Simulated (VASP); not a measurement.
**MgS: single point with HSE06**

Crystal: MgS.

```
Mg S
1.0
     0.00000    2.89231    2.74123
     2.89231    0.00000    2.74123
     2.89231    2.89231    0.00000
Mg S
1 1
Direct
  0.00000 0.00000 0.00000
  0.25000 0.25000 0.25000
```

This cell differs from its parent crystal: epitaxial xy strain +2.2%.

- Program: VASP 6.6.1
- Task: single point
- Functional: HSE06
- Potentials or basis: VASP PAW PBE potentials, release 64 (Mg, S)
- Cutoff: 520 eV
- k mesh: 6 × 6 × 6
- Occupations: gaussian, width 0.01 eV
- Spin: no spin polarisation
- Dipole correction: no
- Grid for exact exchange (PRECFOCK): Normal
- Further INCAR settings: ALGO = Normal; EDIFF = 1e-06; NBANDS = 11
- Share of exact exchange: 0.25
- Screening parameter: 0.2079 1/Å

```yaml
Pressure: -0.8 GPa
Band_gap_on_the_k_mesh: 4.35 eV
```

Stress tensor (GPa, compression positive):
```
-1.21  0.00  0.00
 0.00 -1.21  0.00
 0.00  0.00 -0.12
```

Levels at points of the mesh, in eV from the valence-band top:
| k point | band 1 | band 2 | band 3 | band 4 | band 5 | band 6 | band 7 | band 8 |
| --- | --- | --- | --- | --- | --- | --- | --- | --- |
| (0.00, 0.00, 0.00) | -12.47 | -0.13 | -0.13 | 0.00 | 4.35 | 9.06 | 9.06 | 9.11 |
| (0.50, 0.00, 0.00) | -11.74 | -3.44 | -0.58 | -0.31 | 6.05 | 8.46 | 9.05 | 9.72 |
| (0.50, 0.50, 0.00) | -11.44 | -2.93 | -1.38 | -1.38 | 4.71 | 6.37 | 12.84 | 13.41 |
| (0.50, 0.00, 0.50) | -11.53 | -3.19 | -1.13 | -1.09 | 4.82 | 6.78 | 12.19 | 13.10 |

Run time: 12 min on 1 thread of AMD EPYC 9R45 96-Core Processor (Zen 5) (shared host), peak memory 0.27 GiB.

Caveat: the cell differs from its parent crystal (epitaxial xy strain +2.2%); the PAW data sets were made with another functional, which shifts forces and pressure a little. A k mesh can miss the band edges.
